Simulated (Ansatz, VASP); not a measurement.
## One calculation of CdTe, two programs

INCAR

```
SYSTEM = CdTe
  PREC = Accurate
  ENCUT = 600
  EDIFF = 1E-7
  ISMEAR = 0
  SIGMA = 0.02
  LREAL = .FALSE.
  LASPH = .TRUE.
  NELM = 60
  ALGO = Normal
  ISIF = 3
  LWAVE = .FALSE.
  LCHARG = .FALSE.
  GGA = PE
  IBRION = 2
  NSW = 100
  EDIFFG = -0.005
```

Contents of KPOINTS:

```
regular mesh
0
G
  8 8 8
  0 0 0
```

POSCAR

```
CdTe
1.0
    0.0000000000      3.3100202420      3.3100202420
    3.3100202420      0.0000000000      3.3100202420
    3.3100202420      3.3100202420      0.0000000000
Cd Te
1 1
Direct
    0.0000000000      0.0000000000      0.0000000000
    0.2500000000      0.2500000000      0.2500000000
```

Input for Ansatz:

```yaml
crystal:
  lattice:
    - [0.0, 3.310020242, 3.310020242]
    - [3.310020242, 0.0, 3.310020242]
    - [3.310020242, 3.310020242, 0.0]
  atoms:
    - { symbol: Cd, position: [0.0, 0.0, 0.0] }
    - { symbol: Te, position: [0.25, 0.25, 0.25] }
basis:
  ecutwfc: 420
kpoints:
  mp_grid: { grid: [8, 8, 8] }
hamiltonian:
  xc: pbe
scf:
  occupations: { method: gaussian, width: 0.02 }
output:
  forces: true
  stress: true
  eigenvalues: true
  write_density: true
  write_potential: true
  elf: true
  volumetric_format: npy
relax:
  adjacent_minimum: "off"
  f_tol: 0.005
  max_steps: 80
  cell: { stress_tol: 0.05 }
```

Alike in both runs: task relaxation of cell and atoms; functional PBE; k mesh 8 × 8 × 8; occupations gaussian, width 0.02 eV; no spin polarisation.

```csv
,VASP,Ansatz
version,VASP 6.6.1,Ansatz 0.2.0
potentials or method,"VASP PAW PBE potentials, release 64 (Cd, Te), cutoff 600 eV","scalar-relativistic, plane waves, PAW"
valence electrons in the cell,18,36
```

VASP gave:

```
gap on the k mesh at the Fermi level, each at its own relaxed structure (eV) : 0.58
relaxed volume (Å³/atom)                                                     : 36.31
relaxed cell length with the largest relative difference (Å)                 : 4.683
```

Question: Which values does Ansatz return?

Answer: gap on the k mesh at the Fermi level, each at its own relaxed structure (eV): 0.58; relaxed volume (Å³/atom): 36.27; relaxed cell length with the largest relative difference (Å): 4.681.

VASP's potentials hold 18 valence electrons a cell and Ansatz's 36, so a difference there can come from the potentials and not from the codes.

Spin-orbit coupling is off throughout.
